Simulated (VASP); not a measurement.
A run of VASP 6.6.1 is set up as follows.

File POSCAR:

```
Pd
1.0
    2.7836650458      0.0000000000      0.0000000000
   -1.3918325229      2.4107246453      0.0000000000
    0.0000000000      0.0000000000      4.6288930000
Pd
2
Direct
    0.3333333333      0.6666666667      0.2500000000
    0.6666666667      0.3333333333      0.7500000000
```

The input INCAR.step1:

```
  ALGO = Normal
  EDIFF = 1E-4
  ENCUT = 520
  GGA = PE
  GGA_COMPAT = F
  ISMEAR = -1
  LASPH = T
  LCHARG = F
  LMAXMIX = 4
  LREAL = F
  LSORBIT = T
  LWAVE = T
  MAGMOM = 0 0 0 0 0 0
  NBANDS = 32
  NELM = 150
  PREC = Accurate
  SIGMA = 0.05
```

Contents of INCAR.step2:

```
  ALGO = Normal
  EDIFF = 1E-7
  ENCUT = 520
  GGA_COMPAT = F
  ISIF = 2
  ISMEAR = -1
  ISTART = 1
  LASPH = T
  LCHARG = F
  LMAXMIX = 4
  LMIXTAU = T
  LORBIT = 11
  LORBMOM = T
  LREAL = F
  LSORBIT = T
  LWAVE = F
  MAGMOM = 0 0 0 0 0 0
  METAGGA = R2SCAN
  NBANDS = 32
  NELM = 150
  PREC = Accurate
  SIGMA = 0.05
```

The input KPOINTS:

```
k-points
0
Gamma
  11 11 6
```

Potentials or basis: VASP PAW PBE potentials, release 64 (Pd).

Run with:

```bash
$ cat potpaw_PBE.64/Pd/POTCAR > POTCAR
$ cp INCAR.step1 INCAR
$ mpirun -np 1 vasp_ncl > vasp.out
$ cp INCAR.step2 INCAR
$ mpirun -np 1 vasp_ncl > vasp.out
```

(1) What does it give for the net moment?

(2) Predict the pressure.

## Answers

(1) 0.00 μB per cell.

(2) -5.0 GPa.

Caveat: the PAW data sets were made with another functional, which shifts forces and pressure a little.
